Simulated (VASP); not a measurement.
# Pt (Im-3m) in VASP: a series of runs, part 2 of 2

VASP 6.6.1. Earlier steps stand in the parts before.

## Step 4: Relaxation of cell and atoms, PBE

INCAR

```
SYSTEM = Pt
  ALGO = Normal
  EDIFF = 1E-6
  EDIFFG = -0.005
  ENCUT = 600
  GGA = PE
  IBRION = 2
  ISIF = 3
  ISMEAR = -1
  LASPH = .True.
  LCHARG = .False.
  LREAL = .False.
  LWAVE = .False.
  NELM = 100
  NSW = 45
  PREC = Accurate
  SIGMA = 0.05
```

KPOINTS

```
k-points
0
Gamma
  18 18 18
  0 0 0
```

POSCAR

```
Pt
1.0
   -1.5814887548      1.5814887548      1.5814887548
    1.5814887548     -1.5814887548      1.5814887548
    1.5814887548      1.5814887548     -1.5814887548
Pt
1
Direct
    0.0000000000      0.0000000000      0.0000000000
```

Potentials or basis: VASP PAW PBE potentials, release 64 (Pt).

Launch:

```sh
$ cat potpaw_PBE.64/Pt/POTCAR > POTCAR
$ mpirun -np 1 vasp_std > vasp.out
```

OUTCAR:

```text
SYSTEM = Pt
   EDIFF = 1E-6
   EDIFFG = -0.005
   ENCUT = 600
   GGA = PE
   IBRION = 2
   ISIF = 3
   ISMEAR = -1
   LASPH = .True.
   LREAL = .False.
   NELM = 100
   NSW = 45
   PREC = Accurate

 ion  position               nearest neighbor table
   1  0.000  0.000  0.000-

  LATTYP: Found a body centered cubic cell.
 ALAT       =     3.1629775096

  Lattice vectors:

 A1 = (  -1.5814887548,   1.5814887548,   1.5814887548)
 A2 = (   1.5814887548,  -1.5814887548,   1.5814887548)
 A3 = (   1.5814887548,   1.5814887548,  -1.5814887548)

Analysis of symmetry for initial positions (statically):
=====================================================================
 Subroutine PRICEL returns:
 Original cell was already a primitive cell.

 Routine SETGRP: Setting up the symmetry group for a
 body centered cubic supercell.

 Subroutine GETGRP returns: Found 48 space group operations
 (whereof 48 operations were pure point group operations)
 out of a pool of 48 trial point group operations.

The static configuration has the point symmetry O_h .

Analysis of symmetry for dynamics (positions and initial velocities):
=====================================================================
 Subroutine PRICEL returns:
 Original cell was already a primitive cell.

 Routine SETGRP: Setting up the symmetry group for a
 body centered cubic supercell.

 Subroutine GETGRP returns: Found 48 space group operations
 (whereof 48 operations were pure point group operations)
 out of a pool of 48 trial point group operations.

The dynamic configuration has the point symmetry O_h .

 Subroutine INISYM returns: Found 48 space group operations
 (whereof 48 operations are pure point group operations),
 and found     1 'primitive' translations

----------------------------------------------------------------------------------------

[... 127 lines left out ...]
   NGX = 11   NGY = 11   NGZ = 11

--------------------------------------- Ionic step        1  -------------------------------------------

 number of electron      10.0000000 magnetization

 number of electron       9.9999999 magnetization

 Free energy of the ion-electron system (eV)
  ---------------------------------------------------
  ext. energy  EPLUGINS =         0.00000000
  ---------------------------------------------------
  free energy    TOTEN  =        -6.01019328 eV

  energy without entropy =       -6.00375183  energy(sigma->0) =       -6.00697256

------------------------ aborting loop because EDIFF is reached ----------------------------------------

  FORCE on cell =-STRESS in cart. coord.  units (eV):
  Direction    XX          YY          ZZ          XY          YZ          ZX
  --------------------------------------------------------------------------------------
  -------------------------------------------------------------------------------------
  Total       -0.0365736     -0.0365736     -0.0365736     -0.0000000     -0.0000000      0.0000000
  in kB       -3.7035638     -3.7035638     -3.7035638     -0.0000000     -0.0000000      0.0000000
  external PRESSURE =      -3.7035638 kB  Pullay stress =       0.0000000 kB
[... 57 lines left out ...]
--------------------------------------- Ionic step        3  -------------------------------------------

 number of electron       9.9999999 magnetization

 Free energy of the ion-electron system (eV)
  ---------------------------------------------------
  ext. energy  EPLUGINS =         0.00000000
  ---------------------------------------------------
  free energy    TOTEN  =        -6.01022433 eV

  energy without entropy =       -6.00381345  energy(sigma->0) =       -6.00701889

 E-fermi :  10.2377     XC(G=0): -13.2055

 val. band max:       10.2284009709   @ k =  -0.3889   0.3889   0.2222
 cond. band min:      10.2543541404   @ k =  -0.3889   0.5000   0.0556
 fundamental gap:      0.0259531695
 Fermi energy:        10.2377173188

 k-point     1 :       0.0000    0.0000    0.0000
  band No.  band energies     occupation
      1       0.7049      2.00000
      2       6.7205      2.00000
      3       6.7205      2.00000
      4       6.7205      2.00000
      5       9.2043      2.00000
      6       9.2043      2.00000
      7      27.3024      0.00000
      8      27.3024      0.00000
      9      27.3024      0.00000
[... 265 lines left out ...]
 k-point    24 :       0.3889    0.1111   -0.0000
  band No.  band energies     occupation
      1       3.9618      2.00000
      2       5.4309      2.00000
      3       8.2798      2.00000
      4       9.0098      2.00000
      5       9.9085      1.99724
      6      12.3744      0.00000
      7      17.1854      0.00000
      8      23.5276      0.00000
      9      25.5580      0.00000

 [... further k-points ...]

------------------------ aborting loop because EDIFF is reached ----------------------------------------

  FORCE on cell =-STRESS in cart. coord.  units (eV):
  Direction    XX          YY          ZZ          XY          YZ          ZX
  --------------------------------------------------------------------------------------
  -------------------------------------------------------------------------------------
  Total        0.0019914      0.0019914      0.0019914      0.0000000      0.0000000      0.0000000
  in kB        0.2019827      0.2019827      0.2019827      0.0000000      0.0000000      0.0000000
  external PRESSURE =       0.2019827 kB  Pullay stress =       0.0000000 kB
[... 16 lines left out ...]
  FREE ENERGIE OF THE ION-ELECTRON SYSTEM (eV)
  ---------------------------------------------------
  free  energy   TOTEN  =        -6.0102243322 eV

  energy  without entropy=       -6.0038134467  energy(sigma->0) =       -6.00701889

 reached required accuracy - stopping structural energy minimisation
```

Wall time 58 s (1 thread of Intel Xeon 8259CL, shared host); peak memory 0.18 GiB.

Results:

```
Free energy                           : -6.0102 eV
Relaxed volume                        : 15.80 Å³/atom
Relaxed cell                          : a = 2.738 Å, b = 2.738 Å, c = 2.738 Å, α = 109.47°, β = 109.47°, γ = 109.47°
Space group after relaxing (to 0.1 Å) : Im-3m (No. 229)
Energy gained by relaxing             : 0.0 meV/atom
Ionic steps                           : 3
Pressure after relaxing               : 0.0 GPa
Band gap on the k mesh                : zero (bands 5 and 6 overlap by 2.15 eV)
```

Final structure:
```cif
data_structure
_symmetry_space_group_name_H-M 'P 1'
_symmetry_Int_Tables_number 1
_cell_length_a 2.7378
_cell_length_b 2.7378
_cell_length_c 2.7378
_cell_angle_alpha 109.471
_cell_angle_beta 109.471
_cell_angle_gamma 109.471
_cell_volume 15.80
loop_
_atom_site_label
_atom_site_type_symbol
_atom_site_fract_x
_atom_site_fract_y
_atom_site_fract_z
_atom_site_occupancy
Pt1 Pt 0.00000 0.00000 0.00000 1
```

Caveat: spin-orbit coupling is left out, which moves the levels of the heavy elements.

## Step 5: The runs side by side

```csv
task,cell,cutoff (eV),gap on the mesh (eV),pressure (GPa)
single point,"a = 2.739 Å, angles 109.5°, 1 atom",520,none,-0.5
single point,"a = 2.879 Å, angles 109.5°, 1 atom",520,none,-23.8
relaxation of cell and atoms,"relaxed from a = 2.739 Å, angles 109.5°, 1 atom",600,none,0.0
```

Alike in all rows: level PBE; potentials or basis VASP PAW PBE potentials, release 64 (Pt); no spin polarisation; k mesh 18 × 18 × 18; smearing fermi-dirac 0.05 eV.

Caveats: spin-orbit coupling is left out, which moves the levels of the heavy elements; the cell stands under tension (at least some runs).

Absolute energies hang on the potentials; compare differences alone.
